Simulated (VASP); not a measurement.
Crystal: Te2Pt.

```
Te Pt
1.0
     4.01800    0.00000    0.00000
    -2.00900    3.47969    0.00000
     0.00000    0.00000    5.21200
Te Pt
2 1
Cartesian
  0.0000 2.3198 1.3030
  2.0090 1.1599 3.9090
  0.0000 0.0000 0.0000
```

* Program: VASP 6.6.1
* Task: relaxation of cell and atoms
* Functional: PBEsol
* Potentials or basis: VASP PAW PBE potentials, release 64 (Te, Pt)
* Cutoff: 500 eV
* k mesh: 6 × 6 × 4
* Occupations: gaussian, width 0.1 eV
* Spin: no spin polarisation

At the start: pressure 3.2 GPa; volume 24.29 Å³/atom.

Problem. Where does the relaxation end?

Solution. Over 10 steps the energy falls by 14.4 meV/atom; space group P-3m1 (No. 164, to 0.05 Å).

The path:
```
step  energy change (eV)  largest force (eV/Å)  pressure (GPa)  volume (Å³)
   1              0.0000                0.7264            3.20        72.87
   2              0.0375                0.3809           -5.34        78.12
   3             -0.0291                0.2424           -0.57        74.87
   4             -0.0291                0.2513           -0.51        74.83
   5             -0.0358                0.1713           -0.33        74.35
   6             -0.0402                0.0286            0.03        73.50
   7             -0.0422                0.0212           -0.22        73.37
   8             -0.0427                0.0650           -0.43        73.25
   9             -0.0430                0.0041            0.35        72.60
  10             -0.0433                0.0238            0.04        72.86
```

Final structure:
```
Te Pt
1.0
     4.03465    0.00000    0.00000
    -2.01732    3.49411    0.00000
     0.00000    0.00000    5.16853
Te Pt
2 1
Direct
  0.33333 0.66667 0.26172
  0.66667 0.33333 0.73828
  0.00000 0.00000 0.00000
```

Caveat: the PAW data sets were made with another functional, which shifts forces and pressure a little; the relaxation stopped at a loose force limit of 0.05 eV/Å, so its end isn't a converged minimum.
